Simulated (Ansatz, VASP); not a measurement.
**PbO2: VASP beside Ansatz**

```xyz
3
Lattice="0.0000 2.5700 2.5700 2.5700 0.0000 2.5700 2.5700 2.5700 0.0000" Properties=species:S:1:pos:R:3 pbc="T T T"
Pb    0.0000    0.0000    0.0000
O     1.2850    1.2850    1.2850
O     3.8550    3.8550    3.8550
```

Alike in both runs: task single point; functional r2SCAN; k mesh 6 × 6 × 6; occupations gaussian, width 0.1 eV; no spin polarisation.

|  | VASP | Ansatz |
| --- | --- | --- |
| version | VASP 6.6.1 | Ansatz 0.2.0 |
| potentials or method | VASP PAW PBE potentials, release 64 (Pb_d, O), cutoff 520 eV | scalar-relativistic, plane waves, PAW |
| valence electrons in the cell | 26 | 26 |

```tsv
	VASP	Ansatz	Ansatz less VASP
gap on the k mesh at the Fermi level (eV)	none	none	-
pressure (GPa)	23.1	21.5	-1.69
```

VASP's potentials were made for PBE, not for r2SCAN. A gap of «none» marks a metal or a gap that the smearing closes.

Spin-orbit coupling is off throughout.
